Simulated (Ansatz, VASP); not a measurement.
**One calculation of P, two programs**

```xyz
1
Lattice="4.2729 0.0000 0.0000 0.0000 4.2729 0.0000 0.0000 0.0000 4.2686" Properties=species:S:1:pos:R:3 pbc="T T T"
P     0.0000    0.0000    0.0000
```

Change from the starting cell: strain +0.000 along x and y, -0.025 along z, atoms carried along.

Alike in both runs: task single point; functional r2SCAN; k mesh 12 × 12 × 12; occupations gaussian, width 0.15 eV; no spin polarisation.

```csv
,VASP,Ansatz
version,VASP 6.6.1,Ansatz 0.2.0
potentials or method,"VASP PAW PBE potentials, release 64 (P), cutoff 520 eV","scalar-relativistic, plane waves, PAW"
valence electrons in the cell,5,5
```

|  | VASP | Ansatz | Ansatz less VASP |
| --- | --- | --- | --- |
| gap on the k mesh at the Fermi level (eV) | none | none | - |
| pressure (GPa) | -4.2 | -4.2 | 0.00 |

VASP's potentials were made for PBE, not for r2SCAN. A gap of «none» marks a metal or a gap that the smearing closes. With one functional, cell and mesh, what is left measures potentials, basis and numerics.
